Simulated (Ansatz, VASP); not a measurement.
One calculation of Cs2SnI6, two programs

INCAR

```
  ALGO = Normal
  EDIFF = 1E-6
  ENCUT = 500
  GGA = PE
  GGA_COMPAT = False
  ISIF = 2
  ISMEAR = -1
  LASPH = True
  LCHARG = False
  LREAL = False
  LWAVE = False
  NBANDS = 47
  NELM = 120
  PREC = Accurate
  SIGMA = 0.02
```

File KPOINTS:

```
k-points
0
Gamma
  4 4 4
```

Contents of POSCAR:

```
Cs2SnI6
1.0
    0.0000000000      5.9203886531      5.9203886531
    5.9203886531      0.0000000000      5.9203886531
    5.9203886531      5.9203886531      0.0000000000
Cs Sn I
2 1 6
Direct
    0.2500000000      0.2500000000      0.2500000000
    0.7500000000      0.7500000000      0.7500000000
    0.0000000000      0.0000000000      0.0000000000
    0.2436476375      0.7563523625      0.7563523625
    0.2436476375      0.7563523625      0.2436476375
    0.7563523625      0.2436476375      0.7563523625
    0.7563523625      0.2436476375      0.2436476375
    0.7563523625      0.7563523625      0.2436476375
    0.2436476375      0.2436476375      0.7563523625
```

Input for Ansatz:

```yaml
crystal:
  lattice:
    - [0.0, 5.9203886531, 5.9203886531]
    - [5.9203886531, 0.0, 5.9203886531]
    - [5.9203886531, 5.9203886531, 0.0]
  atoms:
    - { symbol: Cs, position: [0.25, 0.25, 0.25] }
    - { symbol: Cs, position: [0.75, 0.75, 0.75] }
    - { symbol: Sn, position: [0.0, 0.0, 0.0] }
    - { symbol: I, position: [0.2436476375, 0.7563523625, 0.7563523625] }
    - { symbol: I, position: [0.2436476375, 0.7563523625, 0.2436476375] }
    - { symbol: I, position: [0.7563523625, 0.2436476375, 0.7563523625] }
    - { symbol: I, position: [0.7563523625, 0.2436476375, 0.2436476375] }
    - { symbol: I, position: [0.7563523625, 0.7563523625, 0.2436476375] }
    - { symbol: I, position: [0.2436476375, 0.2436476375, 0.7563523625] }
kpoints:
  mp_grid: { grid: [4, 4, 4] }
  band_path:
    path:
      - [[0.0, 0.0, 0.0], [0.5, -1.10270550291e-35, 0.5], [0.625, 0.25, 0.625]]
      - [[0.375, 0.375, 0.75], [0.0, 0.0, 0.0], [0.5, 0.5, 0.5], [0.5, 0.25, 0.75], [0.5, -1.10270550291e-35, 0.5]]
    npoints: 10
hamiltonian:
  xc: pbe
scf:
  occupations: { method: fermi_dirac, width: 0.02 }
  n_extra_bands: 6
output:
  forces: true
  stress: true
  eigenvalues: true
```

Alike in both runs: task single point; functional PBE; k mesh 4 × 4 × 4; occupations fermi-dirac, width 0.02 eV; no spin polarisation.

```csv
,VASP,Ansatz
version,VASP 6.6.1,Ansatz 0.2.0
potentials or method,"VASP PAW PBE potentials, release 64 (Cs_sv, Sn_d, I)","plane waves, PAW"
plane-wave cutoff (eV),500,420
valence electrons in the cell,74,134
```

```csv
,VASP,Ansatz,Ansatz less VASP
pressure (GPa),0.6,0.6,-0.01
rms of the force components (eV/Å),0.055,0.055,-0.0002
```

Atom by atom the forces differ by 0.000 eV/Å (rms over components). With one functional, cell and mesh, what is left measures potentials, basis and numerics. VASP's potentials hold 74 valence electrons a cell and Ansatz's 134, so a difference there can come from the potentials and not from the codes.

Neither program's run includes spin-orbit coupling.
